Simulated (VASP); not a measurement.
A run of VASP 6.6.1:

File INCAR:

```
SYSTEM = Co
PREC     = Accurate       ! precision mode
ENCUT    = 520            ! plane-wave cutoff, eV
EDIFF    = 1E-7           ! SCF threshold, eV
ISMEAR   = -1             ! smearing method
SIGMA    = 0.1            ! smearing width, eV
LREAL    = .FALSE.        ! projectors in reciprocal space
LASPH    = .TRUE.         ! aspherical terms in the spheres
NELM     = 60             ! most SCF steps
ALGO     = Normal         ! electronic algorithm
ISIF     = 2              ! what is computed and relaxed
LWAVE    = .FALSE.        ! write WAVECAR
LCHARG   = .TRUE.         ! write CHGCAR
GGA      = RE             ! functional
LELF     = .TRUE.         ! ELF
LVHAR    = .TRUE.       
NBANDS   = 46             ! bands
```

The input KPOINTS:

```
regular mesh
0
G
  6 6 6
  0 0 0
```

Contents of POSCAR:

```
Co
1.0
    4.4232154992      0.0000000000      0.0000000000
    0.0000000000      4.4232154992      0.0000000000
    0.0000000000      0.0000000000      4.4232154992
Co
8
Direct
    0.0000000000      0.0000000000      1.0000000000
    0.5000000000      0.5000000000      0.5000000000
    0.2500000000      0.0000000000      0.5000000000
    0.7500000000      1.0000000000      0.5000000000
    0.5000000000      0.2500000000      0.0000000000
    0.5000000000      0.7500000000      1.0000000000
    0.0000000000      0.5000000000      0.2500000000
    0.0000000000      0.5000000000      0.7500000000
```

Potentials or basis: VASP PAW PBE potentials, release 64 (Co).

Command:

```bash
$ cat potpaw_PBE.64/Co/POTCAR > POTCAR
$ mpirun -np 1 vasp_std > vasp.out
```

Hardware: 1 thread of Intel(R) Xeon(R) Platinum 8259CL CPU @ 2.50GHz (Skylake/Cascade Lake), with other jobs on the host.

Question: How long does it take, and how much memory?

Answer: Run time: 2.4 min on 1 thread of Intel(R) Xeon(R) Platinum 8259CL CPU @ 2.50GHz (Skylake/Cascade Lake), with other jobs on the host, peak memory 0.22 GiB. Counts: scf iterations 19, k points 20.
